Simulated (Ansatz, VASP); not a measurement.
# Sn in VASP and in Ansatz

Contents of INCAR:

```
ALGO     = Fast           # electronic algorithm
EDIFF    = 1E-6           # SCF threshold, eV
ENCUT    = 520            # plane-wave cutoff, eV
GGA      = PS             # functional
ISIF     = 2              # what is computed and relaxed
ISMEAR   = 0              # smearing method
LASPH    = T              # aspherical terms in the spheres
LCHARG   = F              # write CHGCAR
LREAL    = F              # projectors in reciprocal space
LWAVE    = F              # write WAVECAR
NBANDS   = 13             # bands
NELM     = 100            # most SCF steps
PREC     = Accurate       # precision mode
SIGMA    = 0.15           # smearing width, eV
```

File KPOINTS:

```
k-points
0
Gamma
  22 22 22
```

POSCAR

```
Sn
1.0
   -1.8349471212      1.8349471212      1.8723950216
    1.8349471212     -1.8349471212      1.8723950216
    1.8349471212      1.8349471212     -1.8723950216
Sn
1
Direct
    0.0000000000      0.0000000000      0.0000000000
```

Input for Ansatz:

```yaml
crystal:
  lattice:
    - [-1.8349471212, 1.8349471212, 1.8723950216]
    - [1.8349471212, -1.8349471212, 1.8723950216]
    - [1.8349471212, 1.8349471212, -1.8723950216]
  atoms:
    - { symbol: Sn, position: [0.0, 0.0, 0.0] }
basis:
  ecutwfc: 420
kpoints:
  mp_grid: { grid: [22, 22, 22] }
hamiltonian:
  xc: pbesol
scf:
  occupations: { method: gaussian, width: 0.15 }
output:
  forces: true
  stress: true
  eigenvalues: true
```

Change from the starting cell: strain -0.0200 x Voigt [1, 1, 0, 0, 0, 0], atoms carried along.

Alike in both runs: task single point; functional PBEsol; k mesh 22 × 22 × 22; occupations gaussian, width 0.15 eV; no spin polarisation.

```csv
,VASP,Ansatz
version,VASP 6.6.1,Ansatz 0.2.0
potentials or method,"VASP PAW PBE potentials, release 64 (Sn_d), cutoff 520 eV","scalar-relativistic, plane waves, PAW"
valence electrons in the cell,14,14
```

|  | VASP | Ansatz | Ansatz less VASP |
| --- | --- | --- | --- |
| gap on the k mesh at the Fermi level (eV) | none | none | - |
| pressure (GPa) | 2.1 | 2.1 | +0.02 |

VASP's potentials were made for PBE, not for PBEsol. A gap of «none» marks a metal or a gap that the smearing closes. The functional is the same, so the differences come from potentials, cutoffs and numerics.
